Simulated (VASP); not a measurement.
Set up this calculation in VASP 6.6.1, as the native input.

```
Task                   : single point
Functional             : PBEsol
Potentials or basis    : VASP PAW PBE potentials, release 64 (Ag)
Cutoff                 : 520 eV
k mesh                 : 24 × 24 × 24
Occupations            : fermi-dirac, width 0.1 eV
Spin                   : no spin polarisation
Dipole correction      : no
Further INCAR settings : ALGO = Normal; EDIFF = 1e-06; NBANDS = 12
```

The structure of Ag lies in POSCAR:

```
Ag
1.0
    0.0000000000      1.9630954950      1.9630954950
    1.9630954950      0.0000000000      1.9630954950
    1.9630954950      1.9630954950      0.0000000000
Ag
1
Direct
    0.0000000000      0.0000000000      0.0000000000
```

One way to write it, as run:

INCAR

```
ALGO = Normal ; EDIFF = 1E-6
ENCUT = 520 ; GGA = PS
ISIF = 2 ; ISMEAR = -1
LASPH = True ; LCHARG = False
LREAL = False ; LWAVE = False
NBANDS = 12 ; NELM = 60
PREC = Accurate ; SIGMA = 0.1
```

KPOINTS

```
k-points
0
Gamma
  24 24 24
```

Potentials or basis: VASP PAW PBE potentials, release 64 (Ag).

Command:

```bash
$ cat potpaw_PBE.64/Ag/POTCAR > POTCAR
$ mpirun -np 1 vasp_std > vasp.out
```

It gave:

The pressure is 14.6 GPa.

Caveat: the PAW data sets were made with another functional, which shifts forces and pressure a little.

Wall time 61 s on 1 thread of AMD EPYC 7R43 64-Core Processor (Zen 3), on a shared host, peak memory 0.16 GiB.
